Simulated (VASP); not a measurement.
Wanted: the native input for a VASP 6.6.1 run.

```yaml
Task: relaxation of cell and atoms
Functional: PBEsol
Potentials_or_basis: VASP PAW PBE potentials, release 64 (Pb_d, F)
Cutoff: 600 eV
k_mesh: 12 × 12 × 12
Occupations: fermi-dirac, width 0.1 eV
Spin: no spin polarisation
Dipole_correction: no
Further_INCAR_settings: ALGO = Normal; EDIFF = 1e-06; IBRION = 2; EDIFFG = -0.002; NSW = 100; ISIF = 3
```

The structure of PbF2 lies in POSCAR:

```
PbF2
1.0
    2.9636600000      2.9636600000      0.0000000000
   -2.9636600000      2.9636600000      0.0000000000
    0.0000000000      2.9636600000      2.9636600000
Pb F
1 2
Direct
    0.0000000000      0.0000000000      0.0000000000
    0.2500000000      0.7500000000      0.5000000000
    0.7500000000      0.2500000000      0.5000000000
```

These files were run (other wordings do the same):

INCAR

```
SYSTEM = PbF2
PREC = Accurate ; ENCUT = 600
EDIFF = 1E-6 ; ISMEAR = -1
SIGMA = 0.1 ; LREAL = .False.
LASPH = .True. ; NELM = 100
ALGO = Normal ; ISIF = 3
LWAVE = .False. ; LCHARG = .False.
GGA = PS ; IBRION = 2
NSW = 100 ; EDIFFG = -0.002
```

KPOINTS

```
regular mesh
0
Gamma
  12 12 12
  0 0 0
```

Potentials or basis: VASP PAW PBE potentials, release 64 (Pb_d, F).

Run with:

```bash
$ cat potpaw_PBE.64/Pb_d/POTCAR potpaw_PBE.64/F/POTCAR > POTCAR
$ mpirun -np 1 vasp_std > vasp.out
```

It gave:

The relaxed volume is 17.05 Å³/atom and the relaxed cell is a = 4.167 Å, b = 4.167 Å, c = 4.167 Å, α = 60.00°, β = 60.00°, γ = 90.00°. The space group after relaxing (to 0.1 Å) is Fm-3m (No. 225). The energy gained by relaxing is 1.3 meV/atom and the ionic steps are 3. The pressure after relaxing is 0.0 GPa and the band gap on the k mesh is 4.30 eV (least direct gap 4.45 eV).

Caveat: the PAW data sets were made with another functional, which shifts forces and pressure a little; spin-orbit coupling is left out, which moves the levels of the heavy elements.

Run time: 2.6 min on 1 thread of AMD EPYC 7R13 Processor (Zen 3) (shared host), peak memory 0.22 GiB.
